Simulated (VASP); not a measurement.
A run of VASP 6.6.1:

File INCAR:

```
SYSTEM = Ni
PREC     = Accurate       ! precision mode
ENCUT    = 600            ! plane-wave cutoff, eV
EDIFF    = 1E-6           ! SCF threshold, eV
ISMEAR   = 1              ! smearing method
SIGMA    = 1.0            ! smearing width, eV
LREAL    = .False.        ! projectors in reciprocal space
LASPH    = .True.         ! aspherical terms in the spheres
NELM     = 120            ! most SCF steps
ALGO     = Normal         ! electronic algorithm
ISIF     = 2              ! what is computed and relaxed
LWAVE    = .False.        ! write WAVECAR
LCHARG   = .False.        ! write CHGCAR
GGA      = CA             ! functional
NBANDS   = 11             ! bands
GGA_COMPAT= .False.
```

KPOINTS

```
regular mesh
0
Gamma
  16 16 16
  0 0 0
```

POSCAR

```
Ni
1.0
    0.0000000000      1.7104399105      1.7104399105
    1.7104399105      0.0000000000      1.7104399105
    1.7104399105      1.7104399105      0.0000000000
Ni
1
Direct
    0.0000000000      0.0000000000      0.0000000000
```

Potentials or basis: VASP PAW LDA potentials, release 64 (Ni).

Command:

```sh
$ cat potpaw_LDA.64/Ni/POTCAR > POTCAR
$ mpirun -np 1 vasp_std > vasp.out
```

Hardware: 1 thread of Intel Xeon 6975P-C (shared host).

**Question.** How long does it take, and how much memory?

**Answer.** Wall time 13 s on 1 thread of Intel Xeon 6975P-C (shared host), peak memory 0.13 GiB. Counts: scf iterations 12, k points 145.
